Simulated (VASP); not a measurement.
# ZrC4 (P6/mmm) in VASP: a series of runs, part 2 of 2

VASP 6.6.1. Earlier steps stand in the parts before.

### Step 3. Single point, PBE

INCAR

```
SYSTEM = ZrC4
ALGO = Normal ; EDIFF = 1E-7
ENCUT = 520 ; GGA = PE
ISIF = 2 ; ISMEAR = 0
LASPH = .TRUE. ; LCHARG = .TRUE.
LELF = .TRUE. ; LREAL = .FALSE.
LVHAR = .TRUE. ; LWAVE = .FALSE.
NBANDS = 22 ; NELM = 100
PREC = Accurate ; SIGMA = 0.1
```

KPOINTS

```
k-points
0
G
  6 6 4
  0 0 0
```

POSCAR

```
ZrC4
1.0
    3.5923909800      0.0000000000      0.0000000000
   -1.7961954900      3.1111018500      0.0000000000
    0.0000000000      0.0000000000      7.3145839400
Zr C
1 4
Direct
    0.0000000000      0.0000000000      0.5000000000
    0.3333333300      0.6666666700      0.6737985200
    0.3333333300      0.6666666700      0.3262014800
    0.6666666700      0.3333333300      0.3262014800
    0.6666666700      0.3333333300      0.6737985200
```

Potentials or basis: VASP PAW PBE potentials, release 64 (Zr_sv, C).

The run is started by

```console
cat potpaw_PBE.64/Zr_sv/POTCAR potpaw_PBE.64/C/POTCAR > POTCAR
mpirun -np 1 vasp_std > vasp.out
```

OUTCAR:

```text
SYSTEM = ZrC4
   EDIFF = 1E-7
   ENCUT = 520
   GGA = PE
   ISIF = 2
   ISMEAR = 0
   LASPH = .TRUE.
   LREAL = .FALSE.
   NELM = 100
   PREC = Accurate

 ion  position               nearest neighbor table
   1  0.000  0.000  0.500-   2 2.43   3 2.43   4 2.43   5 2.43   4 2.43   5 2.43   2 2.43   3 2.43
                             4 2.43   5 2.43   2 2.43   3 2.43
   2  0.333  0.667  0.674-   1 2.43   1 2.43   1 2.43
   3  0.333  0.667  0.326-   1 2.43   1 2.43   1 2.43
   4  0.667  0.333  0.326-   1 2.43   1 2.43   1 2.43
[... 725 lines left out ...]
  --------------------------------------------------------------------------------------
  -------------------------------------------------------------------------------------
  Total      -10.3004238    -10.3004238      6.1962743      0.0000000      0.0000000      0.0000000
  in kB     -201.8729933   -201.8729934    121.4377634      0.0000000      0.0000000      0.0000000
  external PRESSURE =     -94.1027411 kB  Pullay stress =       0.0000000 kB

 VOLUME and BASIS-vectors are now :
 -----------------------------------------------------------------------------
  energy-cutoff  :      520.00
  volume of cell :       81.75
      direct lattice vectors                 reciprocal lattice vectors
     3.592390980  0.000000000  0.000000000     0.278366137  0.160714764  0.000000000
    -1.796195490  3.111101850  0.000000000     0.000000000  0.321429528  0.000000000
     0.000000000  0.000000000  7.314583940     0.000000000  0.000000000  0.136713176

 POSITION                                       TOTAL-FORCE (eV/Angst)
 -----------------------------------------------------------------------------------
      0.00000      0.00000      3.65729         0.000000      0.000000      0.000000
     -0.00000      2.07407      4.92856         0.000000      0.000000      1.238374
     -0.00000      2.07407      2.38603         0.000000      0.000000     -1.238374
      1.79620      1.03703      2.38603        -0.000000     -0.000000     -1.238374
      1.79620      1.03703      4.92856        -0.000000     -0.000000      1.238374
 -----------------------------------------------------------------------------------
    total drift:                                0.000000      0.000000      0.000000

  FREE ENERGIE OF THE ION-ELECTRON SYSTEM (eV)
  ---------------------------------------------------
  free  energy   TOTEN  =       -32.6917494585 eV

  energy  without entropy=      -32.6513744658  energy(sigma->0) =      -32.67156196
```

It took 41 s on 1 thread of Intel Xeon Platinum 8259CL at 2.50GHz (Skylake/Cascade Lake), shared host; peak memory 0.2 GiB.

Results:

- Free energy: -32.6917 eV
- Pressure: -9.4 GPa
- Largest force: 1.238 eV/Å
- Band gap on the k mesh: zero (band 14 reaches 3.01 eV, above the bottom of band 15 at 1.62 eV)

Forces in eV/Å, atoms in the order of the input:
```
Zr   0.000  0.000  0.000
C    0.000  0.000  1.238
C    0.000  0.000 -1.238
C    0.000  0.000 -1.238
C    0.000  0.000  1.238
```

Stress tensor (GPa, compression positive):
```
-20.19   0.00   0.00
  0.00 -20.19   0.00
  0.00   0.00  12.14
```

Levels at points of the mesh, in eV from the Fermi level:
```tsv
k point	band 12	band 13	band 14	band 15	band 16	band 17
(0.00, 0.00, 0.00)	-2.79	-2.79	-1.22	-1.22	-0.93	1.66
(0.50, 0.00, 0.00)	-2.60	-0.58	-0.37	-0.06	1.18	1.97
(0.00, 0.00, 0.50)	-2.79	-2.79	-1.24	-1.22	-1.22	1.68
(0.50, 0.00, 0.50)	-2.52	-0.55	-0.52	-0.08	1.18	1.83
```

Caveat: this functional lacks dispersion, which binds the layers, so the pressure and a relaxed spacing across them are unreliable; forces of over 1 eV/Å act on the atoms, so gaps and moduli don't describe the material at rest.

### Step 4. Single point, PBE

This run uses another cell than the first one, of 9.90 Å³/atom, 0.606 times its volume.

INCAR

```
SYSTEM = ZrC4
PREC = Accurate ; ENCUT = 520
EDIFF = 1E-6 ; ISMEAR = 0
SIGMA = 0.1 ; LREAL = .False.
LASPH = .True. ; NELM = 100
ALGO = Normal ; ISIF = 2
LWAVE = .False. ; LCHARG = .True.
GGA = PE ; LELF = .True.
LVHAR = .True. ; NBANDS = 22
```

KPOINTS

```
regular mesh
0
Gamma
  9 9 2
  0 0 0
```

POSCAR

```
ZrC4
1.0
    2.6568148320      0.0000000000      0.0000000000
   -1.3284074160      2.3008691377      0.0000000000
    0.0000000000      0.0000000000      8.1013771539
Zr C
1 4
Direct
    0.0000000000      0.0000000000      0.5000000000
    0.3333333333      0.6666666667      0.7567231474
    0.3333333333      0.6666666667      0.2432768526
    0.6666666667      0.3333333333      0.2432768526
    0.6666666667      0.3333333333      0.7567231474
```

The run is started by

```console
cat potpaw_PBE.64/Zr_sv/POTCAR potpaw_PBE.64/C/POTCAR > POTCAR
mpirun -np 1 vasp_std > vasp.out
```

It took 28 s on 1 thread of Intel Xeon Platinum 8259CL at 2.50GHz (Skylake/Cascade Lake), shared host; peak memory 0.17 GiB.

It converged, with:

```
Free energy            : -42.5197 eV
Pressure               : 0.4 GPa
Largest force          : 0.005 eV/Å
Band gap on the k mesh : zero (band 14 reaches 9.99 eV, above the bottom of band 15 at 8.69 eV)
```

Forces on the atoms (eV/Å):
```
Zr   0.000  0.000  0.000
C    0.000  0.000  0.005
C    0.000  0.000 -0.005
C    0.000  0.000 -0.005
C    0.000  0.000  0.005
```

Levels at points of the mesh, in eV from the Fermi level:
| k point | band 10 | band 11 | band 12 | band 13 | band 14 | band 15 | band 16 | band 17 | band 18 | band 19 |
| --- | --- | --- | --- | --- | --- | --- | --- | --- | --- | --- |
| (0.00, 0.00, 0.00) | -5.08 | -4.99 | -4.99 | -3.73 | 0.78 | 0.78 | 3.05 | 3.05 | 3.52 | 4.67 |
| (0.00, 0.00, 0.50) | -5.08 | -4.99 | -4.99 | -3.65 | 0.78 | 0.78 | 3.04 | 3.04 | 4.14 | 4.67 |

Caveat: the k points lie up to 0.39 Å⁻¹ apart; this functional lacks dispersion, which binds the layers, so the pressure and a relaxed spacing across them are unreliable.

### Step 5. Summary

| task | cell | k mesh | cutoff (eV) | gap on the mesh (eV) | pressure (GPa) | largest force (eV/Å) |
| --- | --- | --- | --- | --- | --- | --- |
| relaxation of cell and atoms | relaxed from a = 3.592, b = 3.592, c = 7.315 Å, angles 90.0, 90.0, 120.0°, 5 atoms | 6 × 6 × 4 | 600 | none | 0.6 | 0.01 |
| single point | a = 3.592, b = 3.592, c = 7.315 Å, angles 90.0, 90.0, 120.0°, 5 atoms | 6 × 6 × 4 | 520 | none | -9.4 | 1.24 |
| single point | a = 2.657, b = 2.657, c = 8.101 Å, angles 90.0, 90.0, 120.0°, 5 atoms | 9 × 9 × 2 | 520 | none | 0.4 | - |

Alike in all rows: level PBE; potentials or basis VASP PAW PBE potentials, release 64 (Zr_sv, C); no spin polarisation; smearing gaussian 0.1 eV.

Caveats: some runs use coarse meshes; this functional lacks dispersion, which binds the layers, so the pressure and a relaxed spacing across them are unreliable; the volume moved by over 15 % at a fixed basis, so the end points are rough (some runs); forces of over 1 eV/Å act on the atoms, so gaps and moduli don't describe the material at rest (some runs).

Absolute energies hang on the potentials; compare differences alone.
